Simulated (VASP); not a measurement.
# Fe (Fd-3m) in VASP: further runs

Runs on Fe. Level: PBE. Tasks: relaxation of cell and atoms, single point.

Program: VASP 6.6.1. These are calculated values, not measurements. Logs are shortened: lines on timing, memory, paths and dates and some standing lists are left out, and cuts for length are marked.

## 1. The cell of the first run

The structure is cubic, space group Fd-3m (No. 227). Conventional cell: a = 4.751 Å, b = 4.751 Å, c = 4.751 Å, α = 90.00°, β = 90.00°, γ = 90.00°. Fe (site symmetry -43m) has 4 Fe at 2.06 Å within 2.7 Å.

This isn't the form of Fe at room conditions, which is bcc.

## 2. Relaxation of cell and atoms, PBE

INCAR reads:

```
  PREC = Accurate
  ENCUT = 690
  EDIFF = 1E-7
  ISMEAR = 0
  SIGMA = 0.1
  LREAL = F
  LASPH = T
  NELM = 120
  ALGO = Normal
  ISIF = 3
  LWAVE = F
  LCHARG = F
  GGA = PE
  IBRION = 2
  NSW = 90
  EDIFFG = -0.04
  GGA_COMPAT = F
  NELMIN = 4
```

KPOINTS reads:

```
Automatic mesh
0
Gamma
  6 6 6
```

POSCAR reads:

```
Fe
1.0
    0.0000000000      2.3755431895      2.3755431895
    2.3755431895      0.0000000000      2.3755431895
    2.3755431895      2.3755431895      0.0000000000
Fe
2
Direct
    0.5000000000      0.5000000000      0.5000000000
    0.7500000000      0.7500000000      0.7500000000
```

Potentials or basis: VASP PAW PBE potentials, release 64 (Fe_sv).

Command:

```sh
> cat potpaw_PBE.64/Fe_sv/POTCAR > POTCAR
> mpirun -np 1 vasp_std > vasp.out
```

OUTCAR:

```text
PREC = Accurate
   ENCUT = 690
   EDIFF = 1E-7
   ISMEAR = 0
   LREAL = F
   LASPH = T
   NELM = 120
   ISIF = 3
   GGA = PE
   IBRION = 2
   NSW = 90
   EDIFFG = -0.04
   NELMIN = 4

 ion  position               nearest neighbor table
   1  0.500  0.500  0.500-   2 2.06   2 2.06   2 2.06   2 2.06
   2  0.750  0.750  0.750-   1 2.06   1 2.06   1 2.06   1 2.06

  LATTYP: Found a face centered cubic cell.
 ALAT       =     4.7510863790

  Lattice vectors:

 A1 = (   0.0000000000,   2.3755431895,   2.3755431895)
 A2 = (   2.3755431895,   0.0000000000,   2.3755431895)
 A3 = (   2.3755431895,   2.3755431895,   0.0000000000)

Analysis of symmetry for initial positions (statically):
=====================================================================
 Subroutine PRICEL returns:
 Original cell was already a primitive cell.

 Routine SETGRP: Setting up the symmetry group for a
 face centered cubic supercell.

 Subroutine GETGRP returns: Found 48 space group operations
 (whereof 24 operations were pure point group operations)
 out of a pool of 48 trial point group operations.

The static configuration has the point symmetry T_d .
 The point group associated with its full space group is O_h .

Analysis of symmetry for dynamics (positions and initial velocities):
=====================================================================
 Subroutine PRICEL returns:
 Original cell was already a primitive cell.

 Routine SETGRP: Setting up the symmetry group for a
 face centered cubic supercell.

 Subroutine GETGRP returns: Found 48 space group operations
 (whereof 24 operations were pure point group operations)
 out of a pool of 48 trial point group operations.

The dynamic configuration has the point symmetry T_d .
 The point group associated with its full space group is O_h .

 Subroutine INISYM returns: Found 48 space group operations
 (whereof 24 operations are pure point group operations),
 and found     1 'primitive' translations

----------------------------------------------------------------------------------------

                                     Primitive cell

  volume of cell :      26.8114

  direct lattice vectors                    reciprocal lattice vectors
     0.000000000  2.375543190  2.375543190    -0.210478177  0.210478177  0.210478177
[... 65 lines left out ...]
   NGX,Y,Z   is equivalent  to a cutoff of  14.85, 14.85, 14.85 a.u.
   NGXF,Y,Z  is equivalent  to a cutoff of  29.69, 29.69, 29.69 a.u.
 SYSTEM =  unknown system
   PREC   = accura    normal or accurate (medium, high low for compatibility)
   ISTART =      0    job   : 0-new  1-cont  2-samecut
   ICHARG =      2    charge: 1-file 2-atom 10-const
   ISPIN  =      1    spin polarized calculation?
   LNONCOLLINEAR =      F non collinear calculations
   LSORBIT =      F    spin-orbit coupling
   LASPH  =      T    aspherical Exc in radial PAW
   ENCUT  =  690.0 eV  50.71 Ry    7.12 a.u.   7.20  7.20  7.20*2*pi/ulx,y,z
   NELM   =    120;   NELMIN=  4; NELMDL= -5     # of ELM steps
   EDIFF  = 0.1E-06   stopping-criterion for ELM
   LREAL  =      F    real-space projection
   EDIFFG = -.4E-01   stopping-criterion for IOM
   NSW    =     90    number of steps for IOM
   IBRION =      2    ionic relax: 0-MD 1-quasi-New 2-CG
   NFREE  =      1    steps in history (QN), initial steepest desc. (CG)
   ISIF   =      3    stress and relaxation
   ISYM   =      2    0-nonsym 1-usesym 2-fastsym
   POTIM  = 0.5000    time-step for ionic-motion
   TEBEG  =    0.0;   TEEND  =   0.0 temperature during run
   PSTRESS=    0.0 pullay stress
   NELECT =      32.0000    total number of electrons
   NUPDOWN=      -1.0000    fix difference up-down
   EMIN   =  10.00;   EMAX   =-10.00  energy-range for DOS
   EFERMI =   0.00;   METHOD = LEGACY
   ISMEAR =     0;   SIGMA  =   0.10  broadening in eV -4-tet -1-fermi 0-gaus
   EFERMI_NEDOS =   21; number of points for ismear=-14 and -15
   IALGO  =     38    algorithm
   IMIX   =      4    mixing-type and parameters
     AMIX     =   0.40;   BMIX     =  1.00
     AMIX_MAG =   1.60;   BMIX_MAG =  1.00
  volume/ion in A,a.u.               =      13.41        90.47
  Fermi-wavevector in a.u.,A,eV,Ry     =   1.736542  3.281588 41.029419  3.015577
  Thomas-Fermi vector in A             =   2.809937
   LORBIT       =      0    0 simple, 1 ext, 2 COOP (PROOUT), +10 PAW based schemes
   GGA     = PE    functional components
   LHFCALC =     F    Hartree Fock is set to
   AEXX    =    0.0000 exact exchange contribution
   IVDW    =     0    specifies the selected vdW correction
   LEPSILON=     F    determine dielectric tensor
   LRPA    =     F    only Hartree local field effects (RPA)
 conjugate gradient relaxation of ions
 non-spin polarized calculation
 Gauss-broadening in eV      SIGMA  =   0.10
  energy-cutoff  :      690.00
  volume of cell :       26.81
 maximum number of plane-waves:      1113
 NGX is ok and might be reduce to    30
   NGX = 15   NGY = 15   NGZ = 15

--------------------------------------- Ionic step        1  -------------------------------------------

 number of electron      32.0000027 magnetization

 Free energy of the ion-electron system (eV)
  ---------------------------------------------------
  ext. energy  EPLUGINS =         0.00000000
  ---------------------------------------------------
  free energy    TOTEN  =       -14.06479255 eV

  energy without entropy =      -14.05266086  energy(sigma->0) =      -14.05872671

------------------------ aborting loop because EDIFF is reached ----------------------------------------

  FORCE on cell =-STRESS in cart. coord.  units (eV):
  Direction    XX          YY          ZZ          XY          YZ          ZX
  --------------------------------------------------------------------------------------
  -------------------------------------------------------------------------------------
  Total        2.1595459      2.1595459      2.1595459      0.0000000      0.0000000      0.0000000
  in kB      129.0488800    129.0488800    129.0488800      0.0000000      0.0000000      0.0000000
  external PRESSURE =     129.0488800 kB  Pullay stress =       0.0000000 kB
[... 59 lines left out ...]
--------------------------------------- Ionic step        3  -------------------------------------------

 number of electron      31.9999991 magnetization

 Free energy of the ion-electron system (eV)
  ---------------------------------------------------
  ext. energy  EPLUGINS =         0.00000000
  ---------------------------------------------------
  free energy    TOTEN  =       -14.13489869 eV

  energy without entropy =      -14.12101030  energy(sigma->0) =      -14.12795450

 E-fermi :   8.6510     XC(G=0): -12.0199

 val. band max:        8.5346309577   @ k =   0.3333   0.1667   0.0000
 cond. band min:       8.6774597746   @ k =   0.5000   0.1667   0.0000
 fundamental gap:      0.1428288170
 Fermi energy:         8.6510165610

 k-point     1 :       0.0000    0.0000    0.0000
  band No.  band energies     occupation
      1     -78.4773      2.00000
      2     -78.0702      2.00000
      3     -44.6761      2.00000
      4     -44.6761      2.00000
      5     -44.6761      2.00000
      6     -44.0671      2.00000
[... 386 lines left out ...]
  FREE ENERGIE OF THE ION-ELECTRON SYSTEM (eV)
  ---------------------------------------------------
  free  energy   TOTEN  =       -14.1348986905 eV

  energy  without entropy=      -14.1210103042  energy(sigma->0) =      -14.12795450

 reached required accuracy - stopping structural energy minimisation
```

OSZICAR:

```text
N       E                     dE             d eps       ncg     rms          rms(c)
DAV:   1     0.761767538401E+03    0.76177E+03   -0.24199E+04   640   0.302E+03
DAV:   2     0.500121179145E+02   -0.71176E+03   -0.69868E+03   640   0.958E+02
DAV:   3    -0.117913126562E+02   -0.61803E+02   -0.58518E+02   780   0.342E+02
[... 34 lines left out ...]
DAV:   8    -0.141349082130E+02   -0.12027E-04   -0.64855E-05   868   0.136E-01    0.279E-02
DAV:   9    -0.141348997380E+02    0.84750E-05   -0.64394E-05   900   0.118E-01    0.528E-03
DAV:  10    -0.141348990579E+02    0.68008E-06   -0.12858E-06   648   0.190E-02    0.219E-03
DAV:  11    -0.141348986895E+02    0.36845E-06   -0.43126E-07   592   0.788E-03    0.223E-04
DAV:  12    -0.141348986905E+02   -0.10641E-08   -0.20677E-08   356   0.348E-03
   3 F= -.14134899E+02 E0= -.14127954E+02  d E =-.701061E-01
```

It took 49 s on 1 thread of Intel Xeon Platinum 8488C (Sapphire Rapids), shared host; peak memory 0.16 GiB.

What came out:

| Quantity | Value |
| --- | --- |
| Free energy | -14.1349 eV |
| Relaxed volume | 14.35 Å³/atom |
| Relaxed cell | a = 3.436 Å, b = 3.436 Å, c = 3.436 Å, α = 60.00°, β = 60.00°, γ = 60.00° |
| Space group after relaxing (to 0.1 Å) | Fd-3m (No. 227) |
| Energy gained by relaxing | 35.1 meV/atom |
| Ionic steps | 3 |
| Pressure after relaxing | -0.2 GPa |
| Band gap on the k mesh | zero (bands 16 and 17 overlap by 0.68 eV) |

Step by step:
```
step  energy change (eV)  largest force (eV/Å)  pressure (GPa)  volume (Å³)
   1              0.0000                0.0000           12.90        26.81
   2              0.0329                0.0000          -11.93        31.22
   3             -0.0701                0.0000           -0.20        28.69
```

Final structure:
```
Fe
1.0
     0.00000    2.42991    2.42991
     2.42991    0.00000    2.42991
     2.42991    2.42991    0.00000
Fe
2
Direct
  0.50000 0.50000 0.50000
  0.75000 0.75000 0.75000
```

Caveat: the k points lie up to 0.37 Å⁻¹ apart in the final cell, too coarse for converged energies and pressures of a metal; the run has no spin polarisation, though such a crystal can be magnetic.

## 3. Single point, PBE

This run uses another cell than the first one, of 14.46 Å³/atom.

INCAR reads:

```
SYSTEM = Fe
ALGO = Normal
EDIFF = 1E-6
ENCUT = 690
GGA = PE
GGA_COMPAT = .False.
ISIF = 2
ISMEAR = 0
LASPH = .True.
LCHARG = .True.
LELF = .True.
LREAL = .False.
LVHAR = .True.
LWAVE = .False.
NBANDS = 23
NELM = 120
PREC = Accurate
SIGMA = 0.1
```

KPOINTS reads:

```
k-points
0
Gamma
  14 14 14
  0 0 0
```

POSCAR reads:

```
Fe
1.0
    0.0000000000      2.4365235877      2.4365235877
    2.4365235877      0.0000000000      2.4365235877
    2.4365235877      2.4365235877      0.0000000000
Fe
2
Direct
    0.0000000000      0.0000000000      0.0000000000
    0.2500000000      0.2500000000      0.2500000000
```

Potentials or basis: VASP PAW PBE potentials, release 64 (Fe_sv).

Command:

```sh
> cat potpaw_PBE.64/Fe_sv/POTCAR > POTCAR
> mpirun -np 1 vasp_std > vasp.out
```

Wall time 48 s (1 thread of AMD EPYC 9R45 (Zen 5), shared host); peak memory 0.19 GiB.

Results (log left out):

| Property | Result |
| --- | --- |
| Free energy | -14.1548 eV |
| Pressure | -1.2 GPa |
| Band gap on the k mesh | zero (bands 16 and 17 overlap by 0.68 eV) |

Levels at points of the mesh, in eV from the Fermi level:
| k point | band 14 | band 15 | band 16 | band 17 | band 18 | band 19 |
| --- | --- | --- | --- | --- | --- | --- |
| (0.00, 0.00, 0.00) | -2.44 | -0.39 | -0.39 | -0.39 | 1.26 | 1.26 |
| (0.50, 0.00, 0.00) | -2.46 | -1.12 | 0.18 | 0.18 | 1.00 | 1.00 |
| (0.50, 0.50, 0.00) | -1.40 | -0.72 | -0.72 | 1.21 | 1.21 | 2.73 |

Caveat: the run has no spin polarisation, though such a crystal can be magnetic. Spin polarisation is off, so any magnetic state and its effect on volume and gap are missing.

The gap in the log of VASP goes by the Fermi energy; the results here count the filled bands.